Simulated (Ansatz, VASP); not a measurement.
# Two plane-wave programs on ZnO

```xyz
4
Lattice="3.2794 0.0000 0.0000 -1.6397 2.8400 0.0000 0.0000 0.0000 5.2932" Properties=species:S:1:pos:R:3 pbc="T T T"
Zn    1.6397    0.9467    2.6498
Zn    0.0000    1.8934    0.0032
O     1.6397    0.9467    4.6565
O     0.0000    1.8934    2.0099
```

Alike in both runs: task single point; functional PBE; k mesh 12 × 12 × 6; occupations gaussian, width 0.01 eV; no spin polarisation.

|  | VASP | Ansatz |
| --- | --- | --- |
| version | VASP 6.6.1 | Ansatz 0.2.0 |
| potentials or method | VASP PAW PBE potentials, release 64 (Zn, O), cutoff 520 eV | scalar-relativistic, plane waves, PAW |
| valence electrons in the cell | 36 | 36 |

|  | VASP | Ansatz | Ansatz less VASP |
| --- | --- | --- | --- |
| gap on the k mesh at the Fermi level (eV) | 0.73 | 0.74 | +0.016 |
| least direct gap on the mesh (eV) | 0.73 | 0.74 | +0.016 |
| pressure (GPa) | 0.9 | 0.0 | -0.90 |
